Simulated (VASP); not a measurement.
Set up this calculation in VASP 6.6.1, as the native input.

| Item | Value |
| --- | --- |
| Task | single point |
| Functional | PBE |
| Potentials or basis | VASP PAW PBE potentials, release 64 (Zr_sv, B) |
| Cutoff | 520 eV |
| k mesh | 12 × 12 × 10 |
| Occupations | gaussian, width 0.05 eV |
| Spin | no spin polarisation |
| Dipole correction | no |
| Further INCAR settings | ALGO = Normal; EDIFF = 1e-06; NBANDS = 16 |

The structure of ZrB2 lies in POSCAR:

```
ZrB2
1.0
    3.2093213431      0.0000000000      0.0000000000
   -1.6046606715      2.7793538120      0.0000000000
    0.0000000000      0.0000000000      3.5969442584
Zr B
1 2
Direct
    0.0000000000      0.0000000000      0.0000000000
    0.3333333333      0.6666666667      0.5000000000
    0.6666666667      0.3333333333      0.5000000000
```

This cell differs from its parent crystal: volume scaled by 1.040.

These files were run (other wordings do the same):

INCAR

```
SYSTEM = ZrB2
ALGO = Normal
EDIFF = 1E-6
ENCUT = 520
GGA = PE
ISIF = 2
ISMEAR = 0
LASPH = .True.
LCHARG = .False.
LREAL = .False.
LWAVE = .False.
NBANDS = 16
NELM = 100
PREC = Accurate
SIGMA = 0.05
```

KPOINTS

```
k-points
0
Gamma
  12 12 10
  0 0 0
```

Potentials or basis: VASP PAW PBE potentials, release 64 (Zr_sv, B).

Launch:

```bash
$ cat potpaw_PBE.64/Zr_sv/POTCAR potpaw_PBE.64/B/POTCAR > POTCAR
$ mpirun -np 1 vasp_std > vasp.out
```

Results of the run:

| Item | Value |
| --- | --- |
| Pressure | -8.5 GPa |
| Band gap on the k mesh | zero (band 9 reaches 10.57 eV, above the bottom of band 10 at 9.52 eV) |

Wall time 16 s on 1 thread of Intel(R) Xeon(R) 6975P-C (Granite Rapids), with other jobs on the host, peak memory 0.18 GiB.
